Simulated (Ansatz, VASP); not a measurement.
Al2O3: VASP beside Ansatz

```
Al O
1.0
     2.95320    0.00000    0.00000
    -1.47660    2.55755    0.00000
     0.00000    0.00000    7.29626
Al O
2 3
Direct
  0.00000 0.00000 0.19074
  0.00000 0.00000 0.80926
  0.33333 0.66667 0.28409
  0.66667 0.33333 0.00000
  0.33333 0.66667 0.71591
```

Alike in both runs: task single point; functional PBE; dispersion D3(BJ); k mesh 9 × 9 × 4; occupations gaussian, width 0.05 eV; no spin polarisation.

|  | VASP | Ansatz |
| --- | --- | --- |
| version | VASP 6.6.1 | Ansatz 0.2.0 |
| potentials or method | VASP PAW PBE potentials, release 64 (Al, O), cutoff 520 eV | scalar-relativistic, plane waves, PAW |
| valence electrons in the cell | 24 | 24 |

Ansatz gave:

* gap on the k mesh at the Fermi level (eV): 3.77
* least direct gap on the mesh (eV): 3.85
* pressure (GPa): -11.2
* traceless stress, the component that is largest in VASP (GPa): 8.81
* rms of the force components (eV/Å): 0.294

Question: Which values does VASP return?

Answer: gap on the k mesh at the Fermi level (eV): 3.75; least direct gap on the mesh (eV): 3.83; pressure (GPa): -11.2; traceless stress, the component that is largest in VASP (GPa): 8.59; rms of the force components (eV/Å): 0.308.

Atom by atom the forces differ by 0.015 eV/Å (rms over components).
